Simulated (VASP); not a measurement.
Wanted: the native input for a VASP 6.6.1 run.

```
Task                   : single point
Functional             : r2SCAN
Potentials or basis    : VASP PAW PBE potentials, release 64 (Mg, O)
Cutoff                 : 520 eV
k mesh                 : 6 × 6 × 6
Occupations            : gaussian, width 0.05 eV
Spin                   : no spin polarisation
Dipole correction      : no
Further INCAR settings : ALGO = Normal; EDIFF = 1e-06; NBANDS = 11
```

Crystal: MgO.

```
Mg O
1.0
     0.00000    2.28201    2.28201
     2.28201    0.00000    2.28201
     2.28201    2.28201    0.00000
Mg O
1 1
Direct
  0.00000 0.00000 0.00000
  0.25000 0.25000 0.25000
```

These files were run (other wordings do the same):

POSCAR

```
MgO
1.0
    0.0000000000      2.2820056624      2.2820056624
    2.2820056624      0.0000000000      2.2820056624
    2.2820056624      2.2820056624      0.0000000000
Mg O
1 1
Direct
    0.0000000000      0.0000000000      0.0000000000
    0.2500000000      0.2500000000      0.2500000000
```

INCAR.step1

```
PREC = Accurate ; ENCUT = 520
ISMEAR = 0 ; SIGMA = 0.05
LREAL = F ; LASPH = T
NELM = 100 ; NBANDS = 11
GGA = PE ; ALGO = Normal
EDIFF = 1E-4 ; LWAVE = T
LCHARG = F
```

INCAR.step2

```
PREC = Accurate ; ENCUT = 520
EDIFF = 1E-6 ; ISMEAR = 0
SIGMA = 0.05 ; LREAL = F
LASPH = T ; NELM = 100
ALGO = Normal ; ISIF = 2
LWAVE = F ; LCHARG = F
METAGGA = R2SCAN ; LMIXTAU = T
NBANDS = 11 ; ISTART = 1
```

KPOINTS

```
Automatic mesh
0
Gamma
  6 6 6
```

Potentials or basis: VASP PAW PBE potentials, release 64 (Mg, O).

Command:

```console
$ cat potpaw_PBE.64/Mg/POTCAR potpaw_PBE.64/O/POTCAR > POTCAR
$ cp INCAR.step1 INCAR
$ mpirun -np 1 vasp_std > vasp.out
$ cp INCAR.step2 INCAR
$ mpirun -np 1 vasp_std > vasp.out
```

It gave:

```
Pressure               : -0.6 GPa
Band gap on the k mesh : 4.32 eV, direct
```

Caveat: the PAW data sets were made with another functional, which shifts forces and pressure a little.

Wall time 22 s on 1 thread of Intel(R) Xeon(R) Platinum 8259CL CPU @ 2.50GHz (Skylake/Cascade Lake) (shared host), peak memory 0.14 GiB.
